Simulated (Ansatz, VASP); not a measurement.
# One calculation of Cr, two programs

```
Cr
1.0
    -1.42392    1.42392    1.42392
     1.42392   -1.42392    1.42392
     1.42392    1.42392   -1.42392
Cr
1
Direct
  0.00000 0.00000 0.00000
```

Alike in both runs: functional PBE; k mesh 20 × 20 × 20; occupations gaussian, width 0.1 eV; no spin polarisation.

Ansatz relaxed the structure, and its values are those at the end. VASP's run is a single point on that final structure, the one shown.

|  | VASP | Ansatz |
| --- | --- | --- |
| version | VASP 6.6.1 | Ansatz 0.2.0 |
| potentials or method | VASP PAW PBE potentials, release 64 (Cr_pv), cutoff 520 eV | scalar-relativistic, plane waves, PAW |
| valence electrons in the cell | 12 | 14 |

VASP gave:

```
gap on the k mesh at the Fermi level (eV) : none
pressure (GPa)                            : -0.3
```

Question: What did Ansatz give for the same quantities?

Answer: gap on the k mesh at the Fermi level (eV): none; pressure (GPa): 0.0.

A gap of «none» marks a metal or a gap that the smearing closes. VASP's potentials hold 12 valence electrons a cell and Ansatz's 14, so a difference there can come from the potentials and not from the codes.
